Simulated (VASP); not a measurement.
Here is a VASP 6.6.1 calculation.

File POSCAR:

```
Hg
1.0
    2.0289370666      1.1714073616      1.9836571039
   -2.0289370666      1.1714073616      1.9836571039
    0.0000000000     -2.3428147231      1.9836571039
Hg
1
Direct
    0.0000000000      0.0000000000      0.0000000000
```

The input INCAR.step1:

```
SYSTEM = Hg
PREC = Accurate ; ENCUT = 520
ISMEAR = 0 ; SIGMA = 0.05
LREAL = .False. ; LASPH = .True.
NELM = 60 ; NBANDS = 12
GGA = PE ; ALGO = Normal
EDIFF = 1E-4 ; LWAVE = .True.
LCHARG = .False.
```

INCAR.step2

```
SYSTEM = Hg
PREC = Accurate ; ENCUT = 520
EDIFF = 1E-7 ; ISMEAR = 0
SIGMA = 0.05 ; LREAL = .False.
LASPH = .True. ; NELM = 60
ALGO = Normal ; ISIF = 2
LWAVE = .False. ; LCHARG = .False.
METAGGA = R2SCAN ; LMIXTAU = .True.
NBANDS = 12 ; ISTART = 1
```

File KPOINTS:

```
regular mesh
0
Gamma
  14 14 14
  0 0 0
```

Potentials or basis: VASP PAW PBE potentials, release 64 (Hg).

Command:

```sh
$ cat potpaw_PBE.64/Hg/POTCAR > POTCAR
$ cp INCAR.step1 INCAR
$ mpirun -np 1 vasp_std > vasp.out
$ cp INCAR.step2 INCAR
$ mpirun -np 1 vasp_std > vasp.out
```

**Question.** What does it give for the pressure?

**Answer.** -0.9 GPa.

**Question.** What does it give for the band gap on the k mesh?

**Answer.** Zero (band 6 reaches 4.28 eV, above the bottom of band 7 at 0.07 eV).

Caveat: the PAW data sets were made with another functional, which shifts forces and pressure a little; spin-orbit coupling is left out, which moves the levels of the heavy elements.
